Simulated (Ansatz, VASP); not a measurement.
## ZnS in VASP and in Ansatz

```
Zn S
1.0
     2.70465   -2.70465    0.00000
     2.70465    0.00000   -2.70465
     9.46627    3.38081    3.38081
Zn S
3 3
Direct
  0.57289 0.57289 0.12503
  0.40622 0.40622 0.79170
  0.98956 0.98956 0.45837
  0.01039 0.01039 0.87503
  0.59372 0.59372 0.54170
  0.17706 0.17706 0.20837
```

Alike in both runs: task single point; functional PBE; k mesh 8 × 8 × 3; occupations gaussian, width 0.05 eV; no spin polarisation.

|  | VASP | Ansatz |
| --- | --- | --- |
| version | VASP 6.6.1 | Ansatz 0.2.0 |
| potentials or method | VASP PAW PBE potentials, release 64 (Zn, S), cutoff 520 eV | scalar-relativistic, plane waves, PAW |
| valence electrons in the cell | 54 | 54 |

VASP gave:

| Item | Value |
| --- | --- |
| gap on the k mesh at the Fermi level (eV) | 1.64 |
| least direct gap on the mesh (eV) | 1.64 |
| pressure (GPa) | 0.5 |
| traceless stress, the component that is largest in VASP (GPa) | 0.99 |
| rms of the force components (eV/Å) | 0.211 |

Question: Estimate Ansatz's values.

Answer: gap on the k mesh at the Fermi level (eV): 1.64; least direct gap on the mesh (eV): 1.64; pressure (GPa): 0.3; traceless stress, the component that is largest in VASP (GPa): 1.00; rms of the force components (eV/Å): 0.209.

Atom by atom the forces differ by 0.004 eV/Å (rms over components). The functional is the same, so the differences come from potentials, cutoffs and numerics.
